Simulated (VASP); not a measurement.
Set up this calculation in VASP 6.6.1, as the native input.

| Property | Result |
| --- | --- |
| Task | single point |
| Functional | PBE |
| Potentials or basis | VASP PAW PBE potentials, release 64 (Ta_pv) |
| Cutoff | 520 eV |
| k mesh | 6 × 6 × 1 |
| Occupations | gaussian, width 0.1 eV |
| Spin | no spin polarisation |
| Dipole correction | yes |
| Further INCAR settings | ALGO = Normal; EDIFF = 1e-06; NBANDS = 18 |

The structure of Ta lies in POSCAR:

```
Ta
1.0
    2.9033664268      0.0000000000      0.0000000000
    0.0000000000      2.9033664268      0.0000000000
    0.0000000000      0.0000000000     24.9276526000
Ta
2
Direct
    1.0000000000      0.5000000000      0.3375941736
    0.5000000000      0.0000000000      0.2641472034
```

One way to write it, as run:

INCAR

```
ALGO = Normal
DIPOL = 0.5 0.5 0.301
EDIFF = 1E-6
ENCUT = 520
GGA = PE
IDIPOL = 3
ISIF = 2
ISMEAR = 0
LASPH = T
LCHARG = T
LDIPOL = T
LELF = T
LREAL = F
LVACPOTAV = T
LVHAR = T
LWAVE = F
NBANDS = 18
NELM = 80
PREC = Accurate
SIGMA = 0.1
```

KPOINTS

```
k-points
0
Gamma
  6 6 1
```

Potentials or basis: VASP PAW PBE potentials, release 64 (Ta_pv).

Command:

```bash
$ cat potpaw_PBE.64/Ta_pv/POTCAR > POTCAR
$ mpirun -np 1 vasp_std > vasp.out
```

It gave:

* Largest force: 1.597 eV/Å
* Band gap on the k mesh: zero (band 11 reaches -0.80 eV, above the bottom of band 12 at -2.75 eV)

Caveat: the k points lie up to 0.36 Å⁻¹ apart; spin-orbit coupling is left out, which moves the levels of the heavy elements.

It took 120 s on 1 thread of Intel Xeon 6975P-C, with other jobs on the host, peak memory 0.28 GiB.
